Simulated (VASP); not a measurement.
# Zn (Fm-3m) in VASP: further runs

The runs below take Zn through single point, with revPBE.

Everything below comes from runs of VASP 6.6.1. Logs are shortened: lines on timing, memory, paths and dates and some standing lists are left out, and cuts for length are marked.

### 1 The cell of the first run

It takes space group Fm-3m (No. 225, cubic). The conventional cell has a = 3.974 Å, b = 3.974 Å, c = 3.974 Å, α = 90.00°, β = 90.00°, γ = 90.00°. Within 3.7 Å of Zn (site symmetry m-3m) lie 12 Zn at 2.81 Å.

### 2 Single point, revPBE

File INCAR:

```
PREC     = Accurate       # precision mode
ENCUT    = 520            # plane-wave cutoff, eV
EDIFF    = 1E-7           # SCF threshold, eV
ISMEAR   = -1             # smearing method
SIGMA    = 0.1            # smearing width, eV
LREAL    = F              # projectors in reciprocal space
LASPH    = T              # aspherical terms in the spheres
NELM     = 80             # most SCF steps
ALGO     = Normal         # electronic algorithm
ISIF     = 2              # what is computed and relaxed
LWAVE    = F              # write WAVECAR
LCHARG   = F              # write CHGCAR
GGA      = RE             # functional
NBANDS   = 12             # bands
```

File KPOINTS:

```
regular mesh
0
Gamma
  14 14 14
```

File POSCAR:

```
Zn
1.0
    0.0000000000      1.9869881513      1.9869881513
    1.9869881513      0.0000000000      1.9869881513
    1.9869881513      1.9869881513      0.0000000000
Zn
1
Direct
    0.0000000000      0.0000000000      0.0000000000
```

Potentials or basis: VASP PAW PBE potentials, release 64 (Zn).

Started as:

```console
cat potpaw_PBE.64/Zn/POTCAR > POTCAR
mpirun -np 1 vasp_std > vasp.out
```

OUTCAR:

```text
PREC = Accurate
   ENCUT = 520
   EDIFF = 1E-7
   ISMEAR = -1
   LREAL = F
   LASPH = T
   NELM = 80
   ISIF = 2
   GGA = RE

 ion  position               nearest neighbor table
   1  0.000  0.000  0.000-

  LATTYP: Found a face centered cubic cell.
 ALAT       =     3.9739763026

  Lattice vectors:

 A1 = (   0.0000000000,   1.9869881513,   1.9869881513)
 A2 = (   1.9869881513,   0.0000000000,   1.9869881513)
 A3 = (   1.9869881513,   1.9869881513,   0.0000000000)

Analysis of symmetry for initial positions (statically):
=====================================================================
 Subroutine PRICEL returns:
 Original cell was already a primitive cell.

 Routine SETGRP: Setting up the symmetry group for a
 face centered cubic supercell.

 Subroutine GETGRP returns: Found 48 space group operations
 (whereof 48 operations were pure point group operations)
 out of a pool of 48 trial point group operations.

The static configuration has the point symmetry O_h .

Analysis of symmetry for dynamics (positions and initial velocities):
=====================================================================
 Subroutine PRICEL returns:
 Original cell was already a primitive cell.

 Routine SETGRP: Setting up the symmetry group for a
 face centered cubic supercell.

 Subroutine GETGRP returns: Found 48 space group operations
 (whereof 48 operations were pure point group operations)
 out of a pool of 48 trial point group operations.

The dynamic configuration has the point symmetry O_h .

 Subroutine INISYM returns: Found 48 space group operations
 (whereof 48 operations are pure point group operations),
 and found     1 'primitive' translations

----------------------------------------------------------------------------------------

                                     Primitive cell

  volume of cell :      15.6897

  direct lattice vectors                    reciprocal lattice vectors
     0.000000000  1.986988151  1.986988151    -0.251637132  0.251637132  0.251637132
     1.986988151  0.000000000  1.986988151     0.251637132 -0.251637132  0.251637132
     1.986988151  1.986988151  0.000000000     0.251637132  0.251637132 -0.251637132

  length of vectors
     2.810025592  2.810025592  2.810025592     0.435848298  0.435848298  0.435848298

  position of ions in fractional coordinates (direct lattice)
     0.000000000  0.000000000  0.000000000

  ion indices of the primitive-cell ions
   primitive index   ion index
                 1           1

----------------------------------------------------------------------------------------

 KPOINTS: regular mesh

Automatic generation of k-mesh.
 Grid dimensions read from file:
 generate k-points for:   14   14   14

 Generating k-lattice:

  Cartesian coordinates                     Fractional coordinates (reciprocal lattice)
    -0.017974081  0.017974081  0.017974081     0.071428571  0.000000000  0.000000000
     0.017974081 -0.017974081  0.017974081     0.000000000  0.071428571  0.000000000
     0.017974081  0.017974081 -0.017974081     0.000000000  0.000000000  0.071428571

  Length of vectors
     0.031132021  0.031132021  0.031132021

  Shift w.r.t. Gamma in fractional coordinates (k-lattice)
     0.000000000  0.000000000  0.000000000

 Subroutine IBZKPT returns following result:
 ===========================================

 Found    104 irreducible k-points:

 Following reciprocal coordinates:
            Coordinates               Weight
  0.000000  0.000000  0.000000      1.000000
  0.071429  0.000000  0.000000      8.000000
  0.142857  0.000000  0.000000      8.000000
  0.214286  0.000000  0.000000      8.000000
  0.285714  0.000000  0.000000      8.000000
  0.357143  0.000000  0.000000      8.000000
[... 16 lines left out ...]
  0.214286  0.142857  0.000000     24.000000
  0.285714  0.142857  0.000000     24.000000
 [... further k-points ...]
   k-points           NKPTS =    104   k-points in BZ     NKDIM =    104   number of bands    NBANDS=     12
   number of dos      NEDOS =    301   number of ions     NIONS =      1
   total plane-waves  NPLWV =  13824
   dimension x,y,z NGX =    24 NGY =   24 NGZ =   24
   dimension x,y,z NGXF=    48 NGYF=   48 NGZF=   48
   ions per type =               1
   NGX,Y,Z   is equivalent  to a cutoff of  14.20, 14.20, 14.20 a.u.
   NGXF,Y,Z  is equivalent  to a cutoff of  28.40, 28.40, 28.40 a.u.
 SYSTEM =  unknown system
   PREC   = accura    normal or accurate (medium, high low for compatibility)
   ISTART =      0    job   : 0-new  1-cont  2-samecut
   ICHARG =      2    charge: 1-file 2-atom 10-const
   ISPIN  =      1    spin polarized calculation?
   LNONCOLLINEAR =      F non collinear calculations
   LSORBIT =      F    spin-orbit coupling
   LASPH  =      T    aspherical Exc in radial PAW
   ENCUT  =  520.0 eV  38.22 Ry    6.18 a.u.   5.22  5.22  5.22*2*pi/ulx,y,z
   NELM   =     80;   NELMIN=  2; NELMDL= -5     # of ELM steps
   EDIFF  = 0.1E-06   stopping-criterion for ELM
   LREAL  =      F    real-space projection
   EDIFFG = 0.1E-05   stopping-criterion for IOM
   NSW    =      0    number of steps for IOM
   IBRION =     -1    ionic relax: 0-MD 1-quasi-New 2-CG
   NFREE  =      0    steps in history (QN), initial steepest desc. (CG)
   ISIF   =      2    stress and relaxation
   ISYM   =      2    0-nonsym 1-usesym 2-fastsym
   POTIM  = 0.5000    time-step for ionic-motion
   TEBEG  =    0.0;   TEEND  =   0.0 temperature during run
   PSTRESS=    0.0 pullay stress
   NELECT =      12.0000    total number of electrons
   NUPDOWN=      -1.0000    fix difference up-down
   EMIN   =  10.00;   EMAX   =-10.00  energy-range for DOS
   EFERMI =   0.00;   METHOD = LEGACY
   ISMEAR =    -1;   SIGMA  =   0.10  broadening in eV -4-tet -1-fermi 0-gaus
   EFERMI_NEDOS =   21; number of points for ismear=-14 and -15
   IALGO  =     38    algorithm
   IMIX   =      4    mixing-type and parameters
     AMIX     =   0.40;   BMIX     =  1.00
     AMIX_MAG =   1.60;   BMIX_MAG =  1.00
  volume/ion in A,a.u.               =      15.69       105.88
  Fermi-wavevector in a.u.,A,eV,Ry     =   1.497143  2.829190 30.496607  2.241437
  Thomas-Fermi vector in A             =   2.609069
   LORBIT       =      0    0 simple, 1 ext, 2 COOP (PROOUT), +10 PAW based schemes
   GGA     = RE    functional components
   LHFCALC =     F    Hartree Fock is set to
   AEXX    =    0.0000 exact exchange contribution
   IVDW    =     0    specifies the selected vdW correction
   LEPSILON=     F    determine dielectric tensor
   LRPA    =     F    only Hartree local field effects (RPA)
 non-spin polarized calculation
  energy-cutoff  :      520.00
  volume of cell :       15.69
 maximum number of plane-waves:       444
 NGX is ok and might be reduce to    24
   NGX = 11   NGY = 11   NGZ = 11

 number of electron      11.9999997 magnetization

 Free energy of the ion-electron system (eV)
  ---------------------------------------------------
  ext. energy  EPLUGINS =         0.00000000
  ---------------------------------------------------
  free energy    TOTEN  =        -0.80014681 eV

  energy without entropy =       -0.79309505  energy(sigma->0) =       -0.79662093

 E-fermi :   2.9228     XC(G=0): -11.3013

 val. band max:        2.6893591514   @ k =  -0.3571   0.3571   0.1429
 cond. band min:       2.9837962401   @ k =   0.5000   0.1429   0.0000
 fundamental gap:      0.2944370887
 Fermi energy:         2.9228155680

 k-point     1 :       0.0000    0.0000    0.0000
  band No.  band energies     occupation
      1      -7.1263      2.00000
      2      -4.5690      2.00000
      3      -4.5689      2.00000
      4      -4.5689      2.00000
      5      -4.2138      2.00000
      6      -4.2138      2.00000
      7      20.8175      0.00000
      8      20.8175      0.00000
      9      20.8175      0.00000
     10      21.5395      0.00000
     11      23.5747      0.00000
     12      23.5747      0.00000

 k-point     2 :       0.0714    0.0000    0.0000
  band No.  band energies     occupation
      1      -6.9761      2.00000
      2      -4.5804      2.00000
      3      -4.5526      2.00000
      4      -4.5526      2.00000
      5      -4.2183      2.00000
      6      -4.2183      2.00000
      7      18.3945      0.00000
      8      20.3557      0.00000
      9      20.3557      0.00000
     10      21.2913      0.00000
     11      24.2904      0.00000
     12      24.2904      0.00000

 k-point     3 :       0.1429    0.0000    0.0000
  band No.  band energies     occupation
      1      -6.5380      2.00000
      2      -4.5982      2.00000
      3      -4.5154      2.00000
      4      -4.5154      2.00000
      5      -4.2218      2.00000
      6      -4.2218      2.00000
      7      14.9710      0.00000
      8      19.5741      0.00000
      9      19.5741      0.00000
     10      21.1201      0.00000
     11      25.7907      0.00000
     12      25.7907      0.00000
[... 286 lines left out ...]
 k-point    23 :       0.2143    0.1429    0.0000
  band No.  band energies     occupation
      1      -5.8538      2.00000
      2      -4.7227      2.00000
      3      -4.4293      2.00000
      4      -4.4073      2.00000
      5      -4.2468      2.00000
      6      -4.1373      2.00000
      7      14.2499      0.00000
      8      16.0864      0.00000
      9      18.0613      0.00000
     10      19.5598      0.00000
     11      20.2430      0.00000
     12      28.1647      0.00000

 k-point    24 :       0.2857    0.1429    0.0000
  band No.  band energies     occupation
      1      -5.2930      2.00000
      2      -4.7099      2.00000
      3      -4.4762      2.00000
      4      -4.3889      2.00000
      5      -4.0807      2.00000
      6      -3.9303      2.00000
      7      11.0875      0.00000
      8      15.4609      0.00000
      9      17.4391      0.00000
     10      18.1897      0.00000
     11      21.9679      0.00000
     12      27.7632      0.00000

 [... further k-points ...]

------------------------ aborting loop because EDIFF is reached ----------------------------------------

  FORCE on cell =-STRESS in cart. coord.  units (eV):
  Direction    XX          YY          ZZ          XY          YZ          ZX
  --------------------------------------------------------------------------------------
  -------------------------------------------------------------------------------------
  Total        0.0245461      0.0245461      0.0245461     -0.0000000     -0.0000000     -0.0000000
  in kB        2.5065581      2.5065581      2.5065581     -0.0000000     -0.0000000     -0.0000000
  external PRESSURE =       2.5065581 kB  Pullay stress =       0.0000000 kB

 VOLUME and BASIS-vectors are now :
 -----------------------------------------------------------------------------
  energy-cutoff  :      520.00
  volume of cell :       15.69
      direct lattice vectors                 reciprocal lattice vectors
     0.000000000  1.986988151  1.986988151    -0.251637132  0.251637132  0.251637132
     1.986988151  0.000000000  1.986988151     0.251637132 -0.251637132  0.251637132
     1.986988151  1.986988151  0.000000000     0.251637132  0.251637132 -0.251637132

 POSITION                                       TOTAL-FORCE (eV/Angst)
 -----------------------------------------------------------------------------------
      0.00000      0.00000      0.00000         0.000000      0.000000      0.000000
 -----------------------------------------------------------------------------------
    total drift:                               -0.000000      0.000000     -0.000000

  FREE ENERGIE OF THE ION-ELECTRON SYSTEM (eV)
  ---------------------------------------------------
  free  energy   TOTEN  =        -0.8001468134 eV

  energy  without entropy=       -0.7930950548  energy(sigma->0) =       -0.79662093
```

Wall time 9.8 s (1 thread of Intel Xeon Platinum 8488C (Sapphire Rapids), shared host); peak memory 0.14 GiB.

Results:

```
Free energy            : -0.8001 eV
Pressure               : 0.3 GPa
Band gap on the k mesh : zero (band 6 reaches 4.43 eV, above the bottom of band 7 at 1.55 eV)
```

Caveat: the PAW data sets were made with another functional, which shifts forces and pressure a little.

### 3 Single point, revPBE (volume scaled by 0.88)

File INCAR:

```
PREC = Accurate
ENCUT = 520
EDIFF = 1E-6
ISMEAR = -1
SIGMA = 0.1
LREAL = False
LASPH = True
NELM = 100
ALGO = Normal
ISIF = 2
LWAVE = False
LCHARG = False
GGA = RE
NBANDS = 12
```

File KPOINTS:

```
Automatic mesh
0
Gamma
  15 15 15
```

File POSCAR:

```
Zn
1.0
    0.0000000000      1.9040988967      1.9040988967
    1.9040988967      0.0000000000      1.9040988967
    1.9040988967      1.9040988967      0.0000000000
Zn
1
Direct
    0.0000000000      0.0000000000      0.0000000000
```

Potentials or basis: VASP PAW PBE potentials, release 64 (Zn).

Started as:

```console
cat potpaw_PBE.64/Zn/POTCAR > POTCAR
mpirun -np 1 vasp_std > vasp.out
```

It took 8.8 s on 1 thread of Intel Xeon Platinum 8488C (Sapphire Rapids), shared host; peak memory 0.13 GiB.

It converged, with:

```yaml
Free_energy: -0.7337 eV
Pressure: 11.4 GPa
Band_gap_on_the_k_mesh: zero (band 6 reaches 5.83 eV, above the bottom of band 7 at 2.84 eV)
```

Levels at points of the mesh, in eV from the Fermi level:
| k point | band 3 | band 4 | band 5 | band 6 | band 7 | band 8 | band 9 | band 10 |
| --- | --- | --- | --- | --- | --- | --- | --- | --- |
| (0.00, 0.00, 0.00) | -7.92 | -7.92 | -7.46 | -7.46 | 19.53 | 19.64 | 19.64 | 19.64 |

Caveat: the PAW data sets were made with another functional, which shifts forces and pressure a little.

### 4 Single point, revPBE (volume scaled by 0.92)

File INCAR:

```
  ALGO = Normal
  EDIFF = 1E-7
  ENCUT = 520
  GGA = RE
  ISIF = 2
  ISMEAR = -1
  LASPH = T
  LCHARG = T
  LELF = T
  LREAL = F
  LVHAR = T
  LWAVE = F
  NBANDS = 12
  NELM = 80
  PREC = Accurate
  SIGMA = 0.1
```

File KPOINTS:

```
k-points
0
Gamma
  15 15 15
```

File POSCAR:

```
Zn
1.0
    0.0000000000      1.9325224737      1.9325224737
    1.9325224737      0.0000000000      1.9325224737
    1.9325224737      1.9325224737      0.0000000000
Zn
1
Direct
    0.0000000000      0.0000000000      0.0000000000
```

Started as:

```console
cat potpaw_PBE.64/Zn/POTCAR > POTCAR
mpirun -np 1 vasp_std > vasp.out
```

It took 11 s on 1 thread of Intel Xeon Platinum 8488C (Sapphire Rapids), shared host; peak memory 0.13 GiB.

Results (log left out):

```
Free energy            : -0.7683 eV
Pressure               : 6.6 GPa
Band gap on the k mesh : zero (band 6 reaches 5.44 eV, above the bottom of band 7 at 2.42 eV)
```

Levels at points of the mesh, in eV from the Fermi level:
```csv
k point,band 3,band 4,band 5,band 6,band 7,band 8,band 9,band 10
"(0.00, 0.00, 0.00)",-7.75,-7.75,-7.34,-7.34,19.02,19.02,19.02,19.21
```

Caveat: the PAW data sets were made with another functional, which shifts forces and pressure a little.

### 5 Summary

```tsv
cell	k mesh	gap on the mesh (eV)	pressure (GPa)
a = 2.810 Å, angles 60.0°, 1 atom	14 × 14 × 14	none	0.3
a = 2.693 Å, angles 60.0°, 1 atom	15 × 15 × 15	none	11.4
a = 2.733 Å, angles 60.0°, 1 atom	15 × 15 × 15	none	6.6
```

Alike in all rows: task single point; level revPBE; potentials or basis VASP PAW PBE potentials, release 64 (Zn); no spin polarisation; cutoff (eV) 520; smearing fermi-dirac 0.1 eV.

Caveats: the PAW data sets were made with another functional, which shifts forces and pressure a little.

Absolute energies hang on the potentials; compare differences alone.
